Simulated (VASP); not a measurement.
Crystal: CdSe.

```
CELL_PARAMETERS angstrom
0.00000 2.93032 2.93032
2.93032 0.00000 2.93032
2.93032 2.93032 0.00000
ATOMIC_POSITIONS crystal
Cd 0.00000 0.00000 0.00000
Se 0.50000 0.50000 0.50000
```

Base run:

```yaml
Program: VASP 6.6.1
Functional: PBEsol
Potentials_or_basis: VASP PAW PBE potentials, release 64 (Cd, Se)
Cutoff: 520 eV
k_mesh: 8 × 8 × 8
Occupations: fermi-dirac, width 0.05 eV
Spin: no spin polarisation
```

Its results: pressure -6.2 GPa.

**Question.** The run is repeated on the same cell with these changes: functional from PBEsol to r2SCAN. What comes out?

**Answer.** Pressure -4.9 GPa.

Caveats: the PAW data sets were made with another functional, which shifts forces and pressure a little.
